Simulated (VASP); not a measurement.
A run of VASP 6.6.1:

File INCAR:

```
PREC = Accurate
ENCUT = 520
EDIFF = 1E-6
ISMEAR = 0
SIGMA = 0.1
LREAL = False
LASPH = True
NELM = 100
ALGO = Normal
ISIF = 2
LWAVE = False
LCHARG = False
GGA = CA
NBANDS = 17
```

Contents of KPOINTS:

```
regular mesh
0
Gamma
  6 6 6
```

The input POSCAR:

```
SnTe
1.0
    0.0000000000      3.1565000000      3.1565000000
    3.1565000000      0.0000000000      3.1565000000
    3.1565000000      3.1565000000      0.0000000000
Sn Te
1 1
Direct
    0.0000000000      0.0000000000      0.0000000000
    0.5000000000      0.5000000000      0.5000000000
```

Potentials or basis: VASP PAW LDA potentials, release 64 (Sn_d, Te).

Command:

```console
$ cat potpaw_LDA.64/Sn_d/POTCAR potpaw_LDA.64/Te/POTCAR > POTCAR
$ mpirun -np 1 vasp_std > vasp.out
```

Hardware: 1 thread of AMD EPYC 7R13, with other jobs on the host.

Q: Estimate the wall time of this run.

A: Wall time 42 s on 1 thread of AMD EPYC 7R13, on a shared host, peak memory 0.14 GiB. Counts: scf iterations 12, k points 16.
